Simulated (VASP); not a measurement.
# Si2Ni (I4/mmm) in VASP: further runs

Runs on Si2Ni. Level: PBEsol. Tasks: single point.

Program: VASP 6.6.1. These are calculated values, not measurements. Logs are shortened: lines on timing, memory, paths and dates and some standing lists are left out, and cuts for length are marked.

## (1) The cell of the first run

It takes space group I4/mmm (No. 139, tetragonal). Conventional cell: a = 3.660 Å, b = 3.660 Å, c = 5.823 Å, α = 90.00°, β = 90.00°, γ = 90.00°. Si (site symmetry -4m2) has 4 Ni at 2.34 Å and 6 Si at 2.59 to 2.91 Å within 3.1 Å. Ni (site symmetry 4/mmm) has 8 Si at 2.34 Å within 3.1 Å.

## (2) Single point, PBEsol (strain -0.040 along x and y, +0.080 along z)

Contents of INCAR:

```
SYSTEM = Si2Ni
PREC = Accurate
ENCUT = 520
EDIFF = 1E-6
ISMEAR = 0
SIGMA = 0.15
LREAL = .False.
LASPH = .True.
NELM = 60
ALGO = Normal
ISIF = 2
LWAVE = .False.
LCHARG = .False.
GGA = PS
NBANDS = 16
```

Contents of KPOINTS:

```
regular mesh
0
Gamma
  16 16 16
  0 0 0
```

Contents of POSCAR:

```
Si2Ni
1.0
    0.0000000000      2.5878766506      2.9113612320
    2.5878766506      0.0000000000      2.9113612320
    2.5878766506      2.5878766506      0.0000000000
Si Ni
2 1
Direct
    0.2500000000      0.2500000000      0.2500000000
    0.7500000000      0.7500000000      0.7500000000
    0.0000000000      0.0000000000      0.0000000000
```

Potentials or basis: VASP PAW PBE potentials, release 64 (Si, Ni).

Launch:

```bash
$ cat potpaw_PBE.64/Si/POTCAR potpaw_PBE.64/Ni/POTCAR > POTCAR
$ mpirun -np 1 vasp_std > vasp.out
```

OUTCAR:

```text
SYSTEM = Si2Ni
   PREC = Accurate
   ENCUT = 520
   EDIFF = 1E-6
   ISMEAR = 0
   LREAL = .False.
   LASPH = .True.
   NELM = 60
   ISIF = 2
   GGA = PS

 ion  position               nearest neighbor table
   1  0.250  0.250  0.250-   3 2.34   3 2.34   3 2.34   3 2.34   2 2.59   2 2.59   2 2.59   2 2.59
                             2 2.91   2 2.91
   2  0.750  0.750  0.750-   3 2.34   3 2.34   3 2.34   3 2.34   1 2.59   1 2.59   1 2.59   1 2.59
                             1 2.91   1 2.91
   3  0.000  0.000  0.000-   2 2.34   2 2.34   1 2.34   1 2.34   2 2.34   1 2.34   2 2.34   1 2.34

  LATTYP: Found a body centered tetragonal cell.
 ALAT       =     3.6598102570
 C/A-ratio  =     1.5909902577

  Lattice vectors:

 A1 = (  -2.5878766506,   0.0000000000,   2.9113612320)
 A2 = (   2.5878766506,   0.0000000000,   2.9113612320)
 A3 = (   0.0000000000,   2.5878766506,  -2.9113612320)

Analysis of symmetry for initial positions (statically):
=====================================================================
 Subroutine PRICEL returns:
 Original cell was already a primitive cell.

 Routine SETGRP: Setting up the symmetry group for a
 body centered tetragonal supercell.

 Subroutine GETGRP returns: Found 16 space group operations
 (whereof 16 operations were pure point group operations)
 out of a pool of 16 trial point group operations.

The static configuration has the point symmetry D_4h.

Analysis of symmetry for dynamics (positions and initial velocities):
=====================================================================
 Subroutine PRICEL returns:
 Original cell was already a primitive cell.

 Routine SETGRP: Setting up the symmetry group for a
 body centered tetragonal supercell.

 Subroutine GETGRP returns: Found 16 space group operations
 (whereof 16 operations were pure point group operations)
 out of a pool of 16 trial point group operations.

The dynamic configuration has the point symmetry D_4h.

 Subroutine INISYM returns: Found 16 space group operations
 (whereof 16 operations are pure point group operations),
 and found     1 'primitive' translations

----------------------------------------------------------------------------------------

                                     Primitive cell

  volume of cell :      38.9954

  direct lattice vectors                    reciprocal lattice vectors
     0.000000000  2.587876651  2.911361232    -0.193208590  0.193208590  0.171740969
     2.587876651  0.000000000  2.911361232     0.193208590 -0.193208590  0.171740969
[... 89 lines left out ...]
   EDIFFG = 0.1E-04   stopping-criterion for IOM
   NSW    =      0    number of steps for IOM
   IBRION =     -1    ionic relax: 0-MD 1-quasi-New 2-CG
   NFREE  =      0    steps in history (QN), initial steepest desc. (CG)
   ISIF   =      2    stress and relaxation
   ISYM   =      2    0-nonsym 1-usesym 2-fastsym
   POTIM  = 0.5000    time-step for ionic-motion
   TEBEG  =    0.0;   TEEND  =   0.0 temperature during run
   PSTRESS=    0.0 pullay stress
   NELECT =      18.0000    total number of electrons
   NUPDOWN=      -1.0000    fix difference up-down
   EMIN   =  10.00;   EMAX   =-10.00  energy-range for DOS
   EFERMI =   0.00;   METHOD = LEGACY
   ISMEAR =     0;   SIGMA  =   0.15  broadening in eV -4-tet -1-fermi 0-gaus
   EFERMI_NEDOS =   21; number of points for ismear=-14 and -15
   IALGO  =     38    algorithm
   IMIX   =      4    mixing-type and parameters
     AMIX     =   0.40;   BMIX     =  1.00
     AMIX_MAG =   1.60;   BMIX_MAG =  1.00
  volume/ion in A,a.u.               =      13.00        87.72
  Fermi-wavevector in a.u.,A,eV,Ry     =   1.265206  2.390893 21.779476  1.600746
  Thomas-Fermi vector in A             =   2.398471
   LORBIT       =      0    0 simple, 1 ext, 2 COOP (PROOUT), +10 PAW based schemes
   GGA     = PS    functional components
   LHFCALC =     F    Hartree Fock is set to
   AEXX    =    0.0000 exact exchange contribution
   IVDW    =     0    specifies the selected vdW correction
   LEPSILON=     F    determine dielectric tensor
   LRPA    =     F    only Hartree local field effects (RPA)
 non-spin polarized calculation
 Gauss-broadening in eV      SIGMA  =   0.15
  energy-cutoff  :      520.00
  volume of cell :       39.00
 maximum number of plane-waves:      1066
 NGX is ok and might be reduce to    30
   NGX = 15   NGY = 15   NGZ = 13

 number of electron      17.9999999 magnetization

 Free energy of the ion-electron system (eV)
  ---------------------------------------------------
  ext. energy  EPLUGINS =         0.00000000
  ---------------------------------------------------
  free energy    TOTEN  =       -18.91047350 eV

  energy without entropy =      -18.90072727  energy(sigma->0) =      -18.90560038

 E-fermi :  10.4608     XC(G=0): -11.7598

 val. band max:       10.4603400099   @ k =  -0.0625   0.1875   0.1250
 cond. band min:      10.4661442847   @ k =  -0.1875   0.3750   0.3125
 fundamental gap:      0.0058042748
 Fermi energy:        10.4607906849

 k-point     1 :       0.0000    0.0000    0.0000
  band No.  band energies     occupation
      1      -3.4851      2.00000
      2       5.1759      2.00000
      3       5.1759      2.00000
      4       5.5499      2.00000
      5       6.7819      2.00000
      6       7.1674      2.00000
[... 433 lines left out ...]
      3       5.2514      2.00000
      4       5.5605      2.00000
      5       6.8031      2.00000
      6       7.1077      2.00000
[... 8 lines left out ...]
     15      15.3329      0.00000
     16      15.6314      0.00000

 [... further k-points ...]

------------------------ aborting loop because EDIFF is reached ----------------------------------------

  FORCE on cell =-STRESS in cart. coord.  units (eV):
  Direction    XX          YY          ZZ          XY          YZ          ZX
  --------------------------------------------------------------------------------------
  -------------------------------------------------------------------------------------
  Total        0.9595476      0.9595476     -1.1728737      0.0000000      0.0000000     -0.0000000
  in kB       39.4242898     39.4242898    -48.1890738      0.0000000      0.0000000     -0.0000000
  external PRESSURE =      10.2198352 kB  Pullay stress =       0.0000000 kB

 VOLUME and BASIS-vectors are now :
 -----------------------------------------------------------------------------
  energy-cutoff  :      520.00
  volume of cell :       39.00
      direct lattice vectors                 reciprocal lattice vectors
     0.000000000  2.587876651  2.911361232    -0.193208590  0.193208590  0.171740969
     2.587876651  0.000000000  2.911361232     0.193208590 -0.193208590  0.171740969
     2.587876651  2.587876651  0.000000000     0.193208590  0.193208590 -0.171740969

 POSITION                                       TOTAL-FORCE (eV/Angst)
 -----------------------------------------------------------------------------------
      1.29394      1.29394      1.45568        -0.000000     -0.000000     -0.000000
      3.88181      3.88181      4.36704         0.000000      0.000000      0.000000
      0.00000      0.00000      0.00000         0.000000     -0.000000     -0.000000
 -----------------------------------------------------------------------------------
    total drift:                                0.000000     -0.000000     -0.000000

  FREE ENERGIE OF THE ION-ELECTRON SYSTEM (eV)
  ---------------------------------------------------
  free  energy   TOTEN  =       -18.9104734990 eV

  energy  without entropy=      -18.9007272700  energy(sigma->0) =      -18.90560038
```

OSZICAR:

```text
N       E                     dE             d eps       ncg     rms          rms(c)
DAV:   1     0.629804373569E+02    0.62980E+02   -0.78127E+03 11232   0.115E+03
DAV:   2    -0.178402728413E+02   -0.80821E+02   -0.73906E+02 12320   0.215E+02
DAV:   3    -0.211481705193E+02   -0.33079E+01   -0.32433E+01 14744   0.472E+01
DAV:   4    -0.211993032727E+02   -0.51133E-01   -0.51099E-01 13312   0.562E+00
DAV:   5    -0.212006166190E+02   -0.13133E-02   -0.13133E-02 14760   0.944E-01    0.174E+01
DAV:   6    -0.263579744436E+02   -0.51574E+01   -0.44482E+01 11744   0.157E+02    0.261E+01
DAV:   7    -0.190853781466E+02    0.72726E+01   -0.13602E+01 14096   0.968E+01    0.413E+00
DAV:   8    -0.189567986193E+02    0.12858E+00   -0.17806E+00 15632   0.214E+01    0.264E+00
DAV:   9    -0.189127746378E+02    0.44024E-01   -0.24857E-01 13904   0.855E+00    0.664E-01
DAV:  10    -0.189106885589E+02    0.20861E-02   -0.84434E-03 16472   0.171E+00    0.316E-01
DAV:  11    -0.189104656168E+02    0.22294E-03   -0.88379E-04 17480   0.329E-01    0.479E-02
DAV:  12    -0.189104774499E+02   -0.11833E-04   -0.42332E-05 13376   0.544E-02    0.248E-02
DAV:  13    -0.189104735288E+02    0.39212E-05   -0.98502E-06 15136   0.761E-02    0.490E-03
DAV:  14    -0.189104734990E+02    0.29734E-07   -0.10108E-06  7640   0.759E-03
   1 F= -.18910473E+02 E0= -.18905600E+02  d E =-.974623E-02
```

Run time: 1.7 min. Hardware: 1 thread of Intel Xeon 6975P-C (Granite Rapids), shared host; peak memory 0.32 GiB.

Results:

| Item | Value |
| --- | --- |
| Free energy | -18.9105 eV |
| Pressure | 1.0 GPa |
| Band gap on the k mesh | zero (bands 9 and 10 overlap by 2.18 eV) |

Caveat: the cell differs from its parent crystal (strain -0.040 along x and y, +0.080 along z); the PAW data sets were made with another functional, which shifts forces and pressure a little. Spin polarisation is off, so any magnetic state and its effect on volume and gap are missing.

(Continued in part 2 of 2.)
